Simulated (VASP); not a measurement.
# Hf in VASP: further runs

Aim: see how the results for Hf move with the level of theory and the settings. Levels: PBE0, PBEsol, PBEsol+D4+U. Tasks: single point.

Everything below comes from runs of VASP 6.6.1. Logs are shortened: lines on timing, memory, paths and dates and some standing lists are left out, and cuts for length are marked.

## Step 1: The cell of the first run

Symmetry: Fm-3m, No. 225, cubic system. Conventional cell: a = 4.410 Å, b = 4.410 Å, c = 4.410 Å, α = 90.00°, β = 90.00°, γ = 90.00°. Hf (site symmetry m-3m) has 12 Hf at 3.12 Å within 4.1 Å.

This isn't the form of Hf at room conditions, which is hcp.

## Step 2: Single point, PBE0

POSCAR

```
Hf
1.0
    0.0000000000      2.2051002222      2.2051002222
    2.2051002222      0.0000000000      2.2051002222
    2.2051002222      2.2051002222      0.0000000000
Hf
1
Direct
    0.0000000000      0.0000000000      0.0000000000
```

INCAR.step1

```
SYSTEM = Hf
PREC     = Accurate       ! precision mode
ENCUT    = 520            ! plane-wave cutoff, eV
EDIFF    = 1E-5           ! SCF threshold, eV
ISMEAR   = -1             ! smearing method
SIGMA    = 0.05           ! smearing width, eV
LREAL    = .FALSE.        ! projectors in reciprocal space
LASPH    = .TRUE.         ! aspherical terms in the spheres
NELM     = 80             ! most SCF steps
ALGO     = Normal         ! electronic algorithm
ISIF     = 2              ! what is computed and relaxed
LWAVE    = .TRUE.         ! write WAVECAR
LCHARG   = .FALSE.        ! write CHGCAR
NBANDS   = 11             ! bands
GGA      = PE             ! functional
```

INCAR.step2

```
SYSTEM = Hf
PREC     = Accurate       ! precision mode
ENCUT    = 520            ! plane-wave cutoff, eV
EDIFF    = 1E-7           ! SCF threshold, eV
ISMEAR   = -1             ! smearing method
SIGMA    = 0.05           ! smearing width, eV
LREAL    = .FALSE.        ! projectors in reciprocal space
LASPH    = .TRUE.         ! aspherical terms in the spheres
NELM     = 80             ! most SCF steps
ALGO     = Normal         ! electronic algorithm
ISIF     = 2              ! what is computed and relaxed
LWAVE    = .FALSE.        ! write WAVECAR
LCHARG   = .FALSE.        ! write CHGCAR
GGA      = PE             ! functional
LHFCALC  = .TRUE.         ! exact exchange
AEXX     = 0.25           ! exact-exchange fraction
PRECFOCK = Normal       
NBANDS   = 11             ! bands
ISTART   = 1
```

KPOINTS

```
regular mesh
0
G
  6 6 6
  0 0 0
```

Potentials or basis: VASP PAW PBE potentials, release 64 (Hf_pv).

Command:

```bash
$ cat potpaw_PBE.64/Hf_pv/POTCAR > POTCAR
$ cp INCAR.step1 INCAR
$ mpirun -np 1 vasp_std > vasp.out
$ cp INCAR.step2 INCAR
$ mpirun -np 1 vasp_std > vasp.out
```

OUTCAR:

```text
SYSTEM = Hf
   PREC = Accurate
   ENCUT = 520
   EDIFF = 1E-7
   ISMEAR = -1
   LREAL = .FALSE.
   LASPH = .TRUE.
   NELM = 80
   ISIF = 2
   GGA = PE
   LHFCALC = .TRUE.
   AEXX = 0.25
   PRECFOCK = Normal
   ISTART = 1

 ion  position               nearest neighbor table
   1  0.000  0.000  0.000-

  LATTYP: Found a face centered cubic cell.
 ALAT       =     4.4102004444

  Lattice vectors:

 A1 = (   0.0000000000,   2.2051002222,   2.2051002222)
 A2 = (   2.2051002222,   0.0000000000,   2.2051002222)
 A3 = (   2.2051002222,   2.2051002222,   0.0000000000)

Analysis of symmetry for initial positions (statically):
=====================================================================
 Subroutine PRICEL returns:
 Original cell was already a primitive cell.

 Routine SETGRP: Setting up the symmetry group for a
 face centered cubic supercell.

 Subroutine GETGRP returns: Found 48 space group operations
 (whereof 48 operations were pure point group operations)
 out of a pool of 48 trial point group operations.

The static configuration has the point symmetry O_h .

Analysis of symmetry for dynamics (positions and initial velocities):
=====================================================================
 Subroutine PRICEL returns:
 Original cell was already a primitive cell.

 Routine SETGRP: Setting up the symmetry group for a
 face centered cubic supercell.

 Subroutine GETGRP returns: Found 48 space group operations
 (whereof 48 operations were pure point group operations)
 out of a pool of 48 trial point group operations.

The dynamic configuration has the point symmetry O_h .

 Subroutine INISYM returns: Found 48 space group operations
 (whereof 48 operations are pure point group operations),
 and found     1 'primitive' translations

----------------------------------------------------------------------------------------

                                     Primitive cell

  volume of cell :      21.4445

  direct lattice vectors                    reciprocal lattice vectors
     0.000000000  2.205100222  2.205100222    -0.226747063  0.226747063  0.226747063
     2.205100222  0.000000000  2.205100222     0.226747063 -0.226747063  0.226747063
     2.205100222  2.205100222  0.000000000     0.226747063  0.226747063 -0.226747063

  length of vectors
     3.118482641  3.118482641  3.118482641     0.392737434  0.392737434  0.392737434

  position of ions in fractional coordinates (direct lattice)
     0.000000000  0.000000000  0.000000000

  ion indices of the primitive-cell ions
   primitive index   ion index
                 1           1

----------------------------------------------------------------------------------------

 KPOINTS: regular mesh

Automatic generation of k-mesh.
 Grid dimensions read from file:
 generate k-points for:    6    6    6

 Generating k-lattice:

  Cartesian coordinates                     Fractional coordinates (reciprocal lattice)
    -0.037791177  0.037791177  0.037791177     0.166666667  0.000000000  0.000000000
     0.037791177 -0.037791177  0.037791177     0.000000000  0.166666667  0.000000000
     0.037791177  0.037791177 -0.037791177     0.000000000  0.000000000  0.166666667

  Length of vectors
     0.065456239  0.065456239  0.065456239

  Shift w.r.t. Gamma in fractional coordinates (k-lattice)
     0.000000000  0.000000000  0.000000000

 Subroutine IBZKPT returns following result:
 ===========================================

 Found     16 irreducible k-points:

 Following reciprocal coordinates:
            Coordinates               Weight
  0.000000  0.000000  0.000000      1.000000
  0.166667  0.000000  0.000000      8.000000
  0.333333  0.000000  0.000000      8.000000
  0.500000  0.000000  0.000000      4.000000
  0.166667  0.166667  0.000000      6.000000
  0.333333  0.166667  0.000000     24.000000
[... 8 lines left out ...]
 -0.333333  0.333333  0.166667     24.000000
 -0.333333  0.500000  0.166667     12.000000
   k-points           NKPTS =     16   k-points in BZ     NKDIM =    216   number of bands    NBANDS=     11
   number of dos      NEDOS =    301   number of ions     NIONS =      1
   total plane-waves  NPLWV =  13824
   dimension x,y,z NGX =    24 NGY =   24 NGZ =   24
   dimension x,y,z NGXF=    48 NGYF=   48 NGZF=   48
   ions per type =               1
   NGX,Y,Z   is equivalent  to a cutoff of  12.79, 12.79, 12.79 a.u.
   NGXF,Y,Z  is equivalent  to a cutoff of  25.59, 25.59, 25.59 a.u.
 SYSTEM =  Hf
   PREC   = accura    normal or accurate (medium, high low for compatibility)
   ISTART =      1    job   : 0-new  1-cont  2-samecut
   ICHARG =      0    charge: 1-file 2-atom 10-const
   ISPIN  =      1    spin polarized calculation?
   LNONCOLLINEAR =      F non collinear calculations
   LSORBIT =      F    spin-orbit coupling
   LASPH  =      T    aspherical Exc in radial PAW
   ENCUT  =  520.0 eV  38.22 Ry    6.18 a.u.   5.80  5.80  5.80*2*pi/ulx,y,z
   NELM   =     80;   NELMIN=  2; NELMDL=  0     # of ELM steps
   EDIFF  = 0.1E-06   stopping-criterion for ELM
   LREAL  =      F    real-space projection
   EDIFFG = 0.1E-05   stopping-criterion for IOM
   NSW    =      0    number of steps for IOM
   IBRION =     -1    ionic relax: 0-MD 1-quasi-New 2-CG
   NFREE  =      0    steps in history (QN), initial steepest desc. (CG)
   ISIF   =      2    stress and relaxation
   ISYM   =      3    0-nonsym 1-usesym 2-fastsym
   POTIM  = 0.5000    time-step for ionic-motion
   TEBEG  =    0.0;   TEEND  =   0.0 temperature during run
   PSTRESS=    0.0 pullay stress
   NELECT =      10.0000    total number of electrons
   NUPDOWN=      -1.0000    fix difference up-down
   EMIN   =  10.00;   EMAX   =-10.00  energy-range for DOS
   EFERMI =   0.00;   METHOD = LEGACY
   ISMEAR =    -1;   SIGMA  =   0.05  broadening in eV -4-tet -1-fermi 0-gaus
   EFERMI_NEDOS =   21; number of points for ismear=-14 and -15
   IALGO  =     38    algorithm
   IMIX   =      1    mixing-type and parameters
     AMIX     =   0.40;   BMIX     =  1.00
     AMIX_MAG =   1.60;   BMIX_MAG =  1.00
  volume/ion in A,a.u.               =      21.44       144.71
  Fermi-wavevector in a.u.,A,eV,Ry     =   1.269511  2.399028 21.927944  1.611658
  Thomas-Fermi vector in A             =   2.402548
   LORBIT       =      0    0 simple, 1 ext, 2 COOP (PROOUT), +10 PAW based schemes
   GGA     = PE    functional components
   LHFCALC =     T    Hartree Fock is set to
   PRECFOCK=normal    Normal, Fast or Accurate (Low or Medium for compatibility)
   ENCUT4O =  -1.0   cutoff for four orbital integrals eV
   NKREDX  =     1    reduce k-point grid by
   NKREDY  =     1    reduce k-point grid by
   NKREDZ  =     1    reduce k-point grid by
   AEXX    =    0.2500 exact exchange contribution
   HFSCREEN=    0.0000 screening length (either q_TF or 0.3 A-1)
   HFSCREENC=   0.0000 screening length for correlation (either q_TF or 0.3 A-1)
   ENCUTFOCK=  -1.0 apply spherical cutoff to Coloumb kernel
   IVDW    =     0    specifies the selected vdW correction
   LEPSILON=     F    determine dielectric tensor
   LRPA    =     F    only Hartree local field effects (RPA)
 non-spin polarized calculation
  energy-cutoff  :      520.00
  volume of cell :       21.44
 maximum number of plane-waves:       589
  NGX = 18; NGY = 18; NGZ = 18

 number of electron      10.0000001 magnetization

 Free energy of the ion-electron system (eV)
  ---------------------------------------------------
  ext. energy  EPLUGINS =         0.00000000
  ---------------------------------------------------
  free energy    TOTEN  =       -12.14169410 eV

  energy without entropy =      -12.13585778  energy(sigma->0) =      -12.13877594

 E-fermi :   4.8919     XC(G=0):  -9.0359

 val. band max:        4.8253228231   @ k =   0.5000   0.3333   0.1667
 cond. band min:       5.2336111383   @ k =  -0.3333   0.3333   0.1667
 fundamental gap:      0.4082883152
 Fermi energy:         4.8919083234

 k-point     1 :       0.0000    0.0000    0.0000
  band No.  band energies     occupation
      1     -27.6030      2.00000
      2     -27.6030      2.00000
      3     -27.6030      2.00000
      4      -3.9290      2.00000
      5       7.2674      0.00000
      6       7.2674      0.00000
      7       7.2674      0.00000
      8      10.5769      0.00000
      9      10.5769      0.00000
     10      17.4631      0.00000
     11      19.9435      0.00000

 k-point     2 :       0.1667    0.0000    0.0000
  band No.  band energies     occupation
      1     -27.8811      2.00000
      2     -27.6356      2.00000
      3     -27.6356      2.00000
      4      -2.8427      2.00000
      5       6.0854      0.00000
      6       7.6422      0.00000
      7       7.6422      0.00000
      8      10.2073      0.00000
      9      10.2073      0.00000
     10      18.8764      0.00000
     11      19.9435      0.00000

 k-point     3 :       0.3333    0.0000    0.0000
  band No.  band energies     occupation
      1     -28.4069      2.00000
      2     -27.6984      2.00000
      3     -27.6984      2.00000
      4      -0.5953      2.00000
      5       4.4566      1.99967
      6       7.4212      0.00000
      7       7.4212      0.00000
      8      11.3263      0.00000
      9      11.3263      0.00000
     10      16.6965      0.00000
     11      19.9436      0.00000
[... 155 lines left out ...]
 k-point    15 :      -0.3333    0.3333    0.1667
  band No.  band energies     occupation
      1     -28.4102      2.00000
      2     -28.1439      2.00000
      3     -27.8765      2.00000
      4       2.8410      2.00000
      5       2.8922      2.00000
      6       5.2336      0.00215
      7       8.8378      0.00000
      8      12.0192      0.00000
      9      14.9659      0.00000
     10      15.1755      0.00000
     11      19.9434      0.00000

 k-point    16 :      -0.3333    0.5000    0.1667
  band No.  band energies     occupation
      1     -28.4271      2.00000
      2     -28.1179      2.00000
      3     -27.9720      2.00000
      4       1.7562      2.00000
      5       2.9614      2.00000
      6       6.1963      0.00000
      7       9.5047      0.00000
      8      13.5195      0.00000
      9      15.2802      0.00000
     10      15.8516      0.00000
     11      16.4682      0.00000

------------------------ aborting loop because EDIFF is reached ----------------------------------------

  FORCE on cell =-STRESS in cart. coord.  units (eV):
  Direction    XX          YY          ZZ          XY          YZ          ZX
  --------------------------------------------------------------------------------------
  -------------------------------------------------------------------------------------
  Total        0.5550725      0.5550725      0.5550725     -0.0000000     -0.0000000      0.0000000
  in kB       41.4710776     41.4710776     41.4710776     -0.0000000     -0.0000000      0.0000000
  external PRESSURE =      41.4710776 kB  Pullay stress =       0.0000000 kB

 VOLUME and BASIS-vectors are now :
 -----------------------------------------------------------------------------
  energy-cutoff  :      520.00
  volume of cell :       21.44
      direct lattice vectors                 reciprocal lattice vectors
     0.000000000  2.205100222  2.205100222    -0.226747063  0.226747063  0.226747063
     2.205100222  0.000000000  2.205100222     0.226747063 -0.226747063  0.226747063
     2.205100222  2.205100222  0.000000000     0.226747063  0.226747063 -0.226747063

 POSITION                                       TOTAL-FORCE (eV/Angst)
 -----------------------------------------------------------------------------------
      0.00000      0.00000      0.00000         0.000000     -0.000000      0.000000
 -----------------------------------------------------------------------------------
    total drift:                               -0.000000     -0.000000     -0.000000

  FREE ENERGIE OF THE ION-ELECTRON SYSTEM (eV)
  ---------------------------------------------------
  free  energy   TOTEN  =       -12.1416941009 eV

  energy  without entropy=      -12.1358577847  energy(sigma->0) =      -12.13877594
```

It took 8.4 min on 1 thread of AMD EPYC 7R13 (Zen 3), shared host; peak memory 0.12 GiB.

Results:

| Property | Result |
| --- | --- |
| Free energy | -12.1417 eV |
| Pressure | 4.1 GPa |
| Band gap on the k mesh | zero (bands 5 and 6 overlap by 2.44 eV) |

Levels at points of the mesh, in eV from the Fermi level:
```csv
k point,band 3,band 4,band 5,band 6,band 7,band 8
"(0.00, 0.00, 0.00)",-32.49,-8.82,2.38,2.38,2.38,5.68
"(0.50, 0.00, 0.00)",-32.62,-4.66,0.66,2.16,2.16,7.92
"(0.50, 0.50, 0.00)",-32.85,-4.27,-3.01,3.37,8.04,8.62
```

Caveat: the k points lie up to 0.41 Å⁻¹ apart, too coarse for converged energies and pressures of a metal; the PAW data sets were made with another functional, which shifts forces and pressure a little; spin-orbit coupling is left out, which moves the levels of the heavy elements.

## Step 3: Single point, PBE0

This run uses another cell than the first one, of 21.88 Å³/atom.

POSCAR

```
Hf
1.0
    0.0000000000      2.2200000000      2.2200000000
    2.2200000000      0.0000000000      2.2200000000
    2.2200000000      2.2200000000      0.0000000000
Hf
1
Direct
    0.0000000000      0.0000000000      0.0000000000
```

INCAR.step1

```
  PREC = Accurate
  ENCUT = 520
  EDIFF = 1E-5
  ISMEAR = -1
  SIGMA = 0.05
  LREAL = False
  LASPH = True
  NELM = 60
  ALGO = Normal
  ISIF = 2
  LWAVE = True
  GGA = PE
  NBANDS = 11
```

INCAR.step2

```
  PREC = Accurate
  ENCUT = 520
  EDIFF = 1E-7
  ISMEAR = -1
  SIGMA = 0.05
  LREAL = False
  LASPH = True
  NELM = 60
  ALGO = Normal
  ISIF = 2
  LWAVE = False
  LCHARG = True
  GGA = PE
  LHFCALC = True
  AEXX = 0.25
  PRECFOCK = Normal
  LELF = True
  LVHAR = True
  ISTART = 1
  NBANDS = 11
```

KPOINTS

```
regular mesh
0
Gamma
  6 6 6
```

Potentials or basis: VASP PAW PBE potentials, release 64 (Hf_pv).

Command:

```bash
$ cat potpaw_PBE.64/Hf_pv/POTCAR > POTCAR
$ cp INCAR.step1 INCAR
$ mpirun -np 1 vasp_std > vasp.out
$ cp INCAR.step2 INCAR
$ mpirun -np 1 vasp_std > vasp.out
```

OUTCAR:

```text
PREC = Accurate
   ENCUT = 520
   EDIFF = 1E-7
   ISMEAR = -1
   LREAL = False
   LASPH = True
   NELM = 60
   ISIF = 2
   GGA = PE
   LHFCALC = True
   AEXX = 0.25
   PRECFOCK = Normal
   ISTART = 1

 ion  position               nearest neighbor table
   1  0.000  0.000  0.000-

  LATTYP: Found a face centered cubic cell.
 ALAT       =     4.4400000000
[... 400 lines left out ...]
      5       2.8673      2.00000
      6       6.0047      0.00000
      7       9.2894      0.00000
      8      13.2067      0.00000
      9      14.9226      0.00000
     10      15.4497      0.00000
     11      16.1183      0.00000

------------------------ aborting loop because EDIFF is reached ----------------------------------------

  FORCE on cell =-STRESS in cart. coord.  units (eV):
  Direction    XX          YY          ZZ          XY          YZ          ZX
  --------------------------------------------------------------------------------------
  -------------------------------------------------------------------------------------
  Total        0.2164344      0.2164344      0.2164344     -0.0000000      0.0000000      0.0000000
  in kB       15.8470360     15.8470360     15.8470360     -0.0000000      0.0000000      0.0000000
  external PRESSURE =      15.8470360 kB  Pullay stress =       0.0000000 kB

 VOLUME and BASIS-vectors are now :
 -----------------------------------------------------------------------------
  energy-cutoff  :      520.00
  volume of cell :       21.88
      direct lattice vectors                 reciprocal lattice vectors
     0.000000000  2.220000000  2.220000000    -0.225225225  0.225225225  0.225225225
     2.220000000  0.000000000  2.220000000     0.225225225 -0.225225225  0.225225225
     2.220000000  2.220000000  0.000000000     0.225225225  0.225225225 -0.225225225

 POSITION                                       TOTAL-FORCE (eV/Angst)
 -----------------------------------------------------------------------------------
      0.00000      0.00000      0.00000         0.000000      0.000000      0.000000
 -----------------------------------------------------------------------------------
    total drift:                               -0.000000     -0.000000     -0.000000

  FREE ENERGIE OF THE ION-ELECTRON SYSTEM (eV)
  ---------------------------------------------------
  free  energy   TOTEN  =       -12.1495121223 eV

  energy  without entropy=      -12.1435946130  energy(sigma->0) =      -12.14655337
```

OUTCAR.step1:

```text
PREC = Accurate
   ENCUT = 520
   EDIFF = 1E-5
   ISMEAR = -1
   LREAL = False
[... 428 lines left out ...]

 POSITION                                       TOTAL-FORCE (eV/Angst)
 -----------------------------------------------------------------------------------
      0.00000      0.00000      0.00000        -0.000000     -0.000000     -0.000000
 -----------------------------------------------------------------------------------
    total drift:                               -0.000000      0.000000      0.000000

  FREE ENERGIE OF THE ION-ELECTRON SYSTEM (eV)
  ---------------------------------------------------
  free  energy   TOTEN  =        -9.8577533331 eV

  energy  without entropy=       -9.8391755075  energy(sigma->0) =       -9.84846442
```

Run time: 7.2 min. Hardware: 1 thread of AMD EPYC 7R13 (Zen 3), shared host; peak memory 0.12 GiB.

Results:

| Quantity | Value |
| --- | --- |
| Free energy | -12.1495 eV |
| Pressure | 1.6 GPa |
| Band gap on the k mesh | zero (bands 5 and 6 overlap by 2.41 eV) |

Levels at points of the mesh, in eV from the Fermi level:
```tsv
k point	band 2	band 3	band 4	band 5	band 6	band 7	band 8	band 9
(0.00, 0.00, 0.00)	-32.60	-32.60	-8.78	2.34	2.34	2.34	5.57	5.57
(0.50, 0.00, 0.00)	-32.71	-32.71	-4.62	0.55	2.14	2.14	7.75	7.75
(0.50, 0.50, 0.00)	-32.93	-32.93	-4.20	-2.95	3.22	7.86	8.42	8.42
```

Caveat: the k points lie up to 0.41 Å⁻¹ apart, too coarse for converged energies and pressures of a metal; the PAW data sets were made with another functional, which shifts forces and pressure a little; spin-orbit coupling is left out, which moves the levels of the heavy elements.

[end of part 1 of 2]
